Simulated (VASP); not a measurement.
# K16Na (a cell with a defect) in VASP: notebook, part 2 of 2

VASP 6.6.1.

## 3. Single point, PBE+D3(BJ)

INCAR reads:

```
SYSTEM = K16Na
ALGO     = Normal         ! electronic algorithm
EDIFF    = 1E-7           ! SCF threshold, eV
ENCUT    = 520            ! plane-wave cutoff, eV
GGA      = PE             ! functional
ISIF     = 2              ! what is computed and relaxed
ISMEAR   = -1             ! smearing method
IVDW     = 12             ! dispersion correction
LASPH    = .TRUE.         ! aspherical terms in the spheres
LCHARG   = .FALSE.        ! write CHGCAR
LREAL    = Auto         
LWAVE    = .FALSE.        ! write WAVECAR
NBANDS   = 90             ! bands
NELM     = 60             ! most SCF steps
PREC     = Accurate       ! precision mode
SIGMA    = 0.15           ! smearing width, eV
```

KPOINTS reads:

```
k-points
0
G
  1 1 1
  0 0 0
```

POSCAR reads:

```
K16Na
1.0
   10.4600000000      0.0000000000      0.0000000000
    0.0000000000     10.4600000000      0.0000000000
    0.0000000000      0.0000000000     10.4600000000
K Na
16 1
Direct
   -0.0072352772     -0.0487811663      0.0135806883
    0.4821569790     -0.0077939771      0.0108260038
   -0.0085285851      0.5517515296      0.0172954111
   -0.0041811663      0.0149346080      0.5303678776
    0.2288578394      0.2497216061      0.2395545889
    0.4813718929      0.5076709369      0.0115869981
    0.5148260994      0.0046574570      0.4727987572
    0.7701709369      0.2498521989      0.2235377629
   -0.0040608031      0.4854393881      0.5294733270
    0.2422717017      0.7511594646      0.2838043021
    0.3164168260      0.2492756214      0.7061294455
    0.5145293499      0.4955443595      0.4716094646
    0.7506897706      0.7513520076      0.2709100382
    0.7228398662      0.2507411090      0.7597554493
    0.2610203633      0.7487825048      0.7376645315
    0.7258573614      0.7494011472      0.7465573614
    0.0444702677      0.2532254302     -0.1143103250
```

Potentials or basis: VASP PAW PBE potentials, release 64 (K_sv, Na_pv).

On the command line:

```console
$ cat potpaw_PBE.64/K_sv/POTCAR potpaw_PBE.64/Na_pv/POTCAR > POTCAR
$ mpirun -np 1 vasp_gam > vasp.out
```

OUTCAR:

```text
SYSTEM = K16Na
   EDIFF = 1E-7
   ENCUT = 520
   GGA = PE
   ISIF = 2
   ISMEAR = -1
   IVDW = 12
   LASPH = .TRUE.
   LREAL = Auto
   NELM = 60
   PREC = Accurate
 IVDW          = 12

 ion  position               nearest neighbor table
   1  0.993  0.951  0.014-
   2  0.482  0.992  0.011-
   3  0.991  0.552  0.017-
   4  0.996  0.015  0.530-
   5  0.229  0.250  0.240-
[... 309 lines left out ...]
  -------------------------------------------------------------------------------------
  Total       0.97385     1.09226     0.22303    -0.03363     0.05013    -0.69666
  in kB       1.36335     1.52912     0.31223    -0.04708     0.07018    -0.97530
  external pressure =        1.07 kB  Pullay stress =        0.00 kB

 VOLUME and BASIS-vectors are now :
 -----------------------------------------------------------------------------
  energy-cutoff  :      520.00
  volume of cell :     1144.45
      direct lattice vectors                 reciprocal lattice vectors
    10.460000000  0.000000000  0.000000000     0.095602294  0.000000000  0.000000000
     0.000000000 10.460000000  0.000000000     0.000000000  0.095602294  0.000000000
     0.000000000  0.000000000 10.460000000     0.000000000  0.000000000  0.095602294

 POSITION                                       TOTAL-FORCE (eV/Angst)
 -----------------------------------------------------------------------------------
     10.38432      9.94975      0.14205        -0.001497      0.001127     -0.000036
      5.04336     10.37847      0.11324        -0.002519      0.000429      0.000349
     10.37079      5.77132      0.18091         0.000584     -0.000420      0.000718
     10.41627      0.15622      5.54765        -0.003776      0.003397     -0.000461
      2.39385      2.61209      2.50574        -0.002548      0.000669      0.000169
      5.03515      5.31024      0.12120        -0.000928     -0.002523     -0.003244
[... 9 lines left out ...]
      7.59247      7.83874      7.80899         0.000899      0.000014      0.006272
      0.46516      2.64874      9.26431         0.020578     -0.000522      0.000110
 -----------------------------------------------------------------------------------
    total drift:                                0.017710      0.003653      0.013725

  FREE ENERGIE OF THE ION-ELECTRON SYSTEM (eV)
  ---------------------------------------------------
  free  energy   TOTEN  =       -18.9685797383 eV

  energy  without entropy=      -17.7377026511  energy(sigma->0) =      -18.35314119
```

OSZICAR:

```text
N       E                     dE             d eps       ncg     rms          rms(c)
DAV:   1     0.167661266595E+04    0.16766E+04   -0.69525E+04   196   0.145E+03
DAV:   2     0.136568262678E+03   -0.15400E+04   -0.15074E+04   228   0.411E+02
DAV:   3    -0.715864664362E+01   -0.14373E+03   -0.14207E+03   240   0.112E+02
[... 46 lines left out ...]
DAV:  50    -0.169112234023E+02   -0.44918E-06   -0.44813E-06   110   0.122E-05    0.840E-04
DAV:  51    -0.169112237253E+02   -0.32301E-06   -0.32294E-06    96   0.453E-06    0.916E-04
DAV:  52    -0.169112238600E+02   -0.13468E-06   -0.13356E-06    92   0.876E-06    0.908E-04
DAV:  53    -0.169112239745E+02   -0.11446E-06   -0.11543E-06    96   0.284E-06    0.931E-04
DAV:  54    -0.169112240704E+02   -0.95959E-07   -0.95293E-07    96   0.512E-06
   1 F= -.18968580E+02 E0= -.18353141E+02  d E =-.123088E+01
```

stdout:

```text
POSCAR found type information on POSCAR K Na
 POSCAR found :  2 types and      17 ions
 scaLAPACK will be used
 LDA part: xc-table for (Slater+PW92), standard interpolation
 POSCAR, INCAR and KPOINTS ok, starting setup
 FFT: planning ... GRIDC
 FFT: planning ... GRID_SOFT
 FFT: planning ... GRID
 WAVECAR not read
 entering main loop
```

Run time: 14 min. Hardware: 1 thread of Intel Xeon 8259CL, shared host; peak memory 0.92 GiB.

What came out:

| Quantity | Value |
| --- | --- |
| Free energy | -18.9686 eV |
| Pressure | 0.1 GPa |
| Largest force | 0.021 eV/Å |
| Band gap on the k mesh | zero (an odd number of electrons rules out a gap without spin polarisation) |
| Dispersion energy per atom | -0.121 eV |

Forces in eV/Å, atoms in the order of the input:
```
K   -0.001  0.001  0.000
K   -0.003  0.000  0.000
K    0.001  0.000  0.001
K   -0.004  0.003  0.000
K   -0.003  0.001  0.000
K   -0.001 -0.003 -0.003
K    0.002 -0.008 -0.005
K    0.003  0.001 -0.001
K   -0.002 -0.004 -0.001
K    0.002  0.001  0.001
K   -0.008 -0.001  0.004
K    0.003  0.005 -0.002
K   -0.002  0.000  0.003
K   -0.016 -0.001 -0.003
K    0.007  0.006  0.000
K    0.001  0.000  0.006
Na   0.021 -0.001  0.000
```

Levels at points of the mesh, in eV from the Fermi level:
| k point | band 72 | band 73 | band 74 | band 75 | band 76 | band 77 |
| --- | --- | --- | --- | --- | --- | --- |
| (0.00, 0.00, 0.00) | -0.89 | -0.88 | -0.86 | 0.09 | 0.18 | 0.19 |

Caveat: the k points lie up to 0.60 Å⁻¹ apart, too coarse for converged energies and pressures of a metal.

## 4. Single point, PBE+D3(BJ)

INCAR reads:

```
PREC = Accurate ; ENCUT = 520
EDIFF = 1E-7 ; ISMEAR = -1
SIGMA = 0.15 ; LREAL = Auto
LASPH = True ; NELM = 80
ALGO = Normal ; ISIF = 2
LWAVE = False ; LCHARG = True
GGA = PE ; IVDW = 12
LELF = True ; LVHAR = True
NBANDS = 90
```

KPOINTS reads:

```
regular mesh
0
Gamma
  2 2 2
```

POSCAR reads:

```
K16Na
1.0
   10.4600000000      0.0000000000      0.0000000000
    0.0000000000     10.4600000000      0.0000000000
    0.0000000000      0.0000000000     10.4600000000
K Na
16 1
Direct
   -0.0152044933     -0.0526187380      0.0072761950
    0.4662590822      0.0131777247      0.0070354685
   -0.0129550669      0.5504590822      0.0070828872
   -0.0121793499     -0.0004107075      0.5271945507
    0.2325547801      0.2496684512      0.2748236138
    0.4662602294      0.4876795411      0.0082067878
    0.5311711281      0.0052962715      0.4789386233
    0.7778152008      0.2495519120      0.2259867113
   -0.0125474187      0.5019241874      0.5254344168
    0.2481200765      0.7510110899      0.2787010516
    0.3069977055      0.2530563098      0.6796191205
    0.5316860421      0.4956821224      0.4770277247
    0.7336995220      0.7503409178      0.2502379541
    0.7522028681      0.2506927342      0.7753832696
    0.2642838432      0.7506586042      0.7358238050
    0.7120237094      0.7492383365      0.7581510516
    0.1108226577      0.2475198853     -0.0616524857
```

On the command line:

```console
$ cat potpaw_PBE.64/K_sv/POTCAR potpaw_PBE.64/Na_pv/POTCAR > POTCAR
$ mpirun -np 1 vasp_std > vasp.out
```

Wall time 15 min (1 thread of Intel Xeon Platinum 8488C (Sapphire Rapids), shared host); peak memory 1.2 GiB.

It converged, with:

| Property | Result |
| --- | --- |
| Free energy | -20.0739 eV |
| Pressure | 0.1 GPa |
| Largest force | 0.017 eV/Å |
| Band gap on the k mesh | zero (an odd number of electrons rules out a gap without spin polarisation) |
| Dispersion energy per atom | -0.121 eV |

Forces on the atoms (eV/Å):
```
K    0.000  0.004  0.002
K    0.007  0.002  0.000
K    0.002 -0.005  0.002
K    0.002 -0.003 -0.005
K    0.003  0.001 -0.002
K    0.007 -0.002  0.002
K   -0.005 -0.002  0.000
K   -0.009  0.003  0.002
K    0.003 -0.005  0.000
K   -0.002  0.001 -0.001
K    0.009  0.004  0.000
K   -0.006 -0.001  0.002
K    0.014 -0.001 -0.010
K   -0.015 -0.001 -0.005
K   -0.004  0.000  0.006
K    0.002  0.002  0.010
Na  -0.008  0.002 -0.002
```

Stress tensor (GPa, compression positive):
```
 0.02  0.01 -0.14
 0.01  0.11  0.00
-0.14  0.00  0.09
```

Levels at points of the mesh, in eV from the Fermi level:
| k point | band 72 | band 73 | band 74 | band 75 | band 76 | band 77 | band 78 | band 79 |
| --- | --- | --- | --- | --- | --- | --- | --- | --- |
| (0.00, 0.00, 0.00) | -0.65 | -0.63 | -0.61 | 0.32 | 0.43 | 0.43 | 0.44 | 0.55 |
| (0.50, 0.00, 0.00) | -0.36 | -0.32 | -0.32 | -0.31 | -0.30 | -0.30 | 0.74 | 0.80 |
| (0.00, 0.50, 0.00) | -0.39 | -0.34 | -0.31 | -0.30 | -0.28 | -0.27 | 0.68 | 0.83 |
| (0.00, 0.00, 0.50) | -0.38 | -0.33 | -0.31 | -0.30 | -0.29 | -0.29 | 0.69 | 0.83 |
| (0.50, 0.50, 0.00) | -0.23 | -0.06 | -0.03 | -0.01 | 0.00 | 0.03 | 0.04 | 0.06 |
| (0.00, 0.50, 0.50) | -0.20 | -0.09 | 0.00 | 0.00 | 0.01 | 0.02 | 0.03 | 0.04 |
| (0.50, 0.00, 0.50) | -0.25 | -0.05 | -0.05 | 0.00 | 0.00 | 0.03 | 0.06 | 0.07 |
| (0.50, 0.50, 0.50) | -1.01 | -0.98 | -0.97 | -0.96 | 1.01 | 1.12 | 1.20 | 1.22 |

## 5. Overview

```tsv
cell	k mesh	gap on the mesh (eV)	pressure (GPa)	largest force (eV/Å)
as given, atomic positions A	1 × 1 × 1	none	0.1	0.02
as given, atomic positions B	1 × 1 × 1	none	0.1	0.02
as given, atomic positions C	2 × 2 × 2	none	0.1	0.02
```

Alike in all rows: task single point; level PBE+D3(BJ); potentials or basis VASP PAW PBE potentials, release 64 (K_sv, Na_pv); no spin polarisation; cutoff (eV) 520; smearing fermi-dirac 0.15 eV.

Caveats: some runs use coarse meshes.

Absolute energies hang on the potentials; compare differences alone.
